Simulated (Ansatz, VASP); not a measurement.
**Two plane-wave programs on SrCl2**

```
Sr Cl
1.0
     0.00000    3.61202    3.55459
     3.61202    0.00000    3.55459
     3.61202    3.61202    0.00000
Sr Cl
1 2
Direct
  0.00000 0.00000 0.00000
  0.25000 0.25000 0.25000
  0.75000 0.75000 0.75000
```

Alike in both runs: task single point; functional PBE; k mesh 6 × 6 × 6; occupations gaussian, width 0.05 eV; no spin polarisation.

|  | VASP | Ansatz |
| --- | --- | --- |
| version | VASP 6.6.1 | Ansatz 0.2.0 |
| potentials or method | VASP PAW PBE potentials, release 64 (Sr_sv, Cl), cutoff 520 eV | scalar-relativistic, plane waves, PAW |
| valence electrons in the cell | 24 | 24 |

|  | VASP | Ansatz | Ansatz less VASP |
| --- | --- | --- | --- |
| gap on the k mesh at the Fermi level (eV) | 4.94 | 4.94 | +0.003 |
| least direct gap on the mesh (eV) | 5.23 | 5.23 | 0.000 |
| pressure (GPa) | -1.7 | -1.8 | -0.05 |
| traceless stress, the component that is largest in VASP (GPa) | 0.48 | 0.49 | +0.002 |
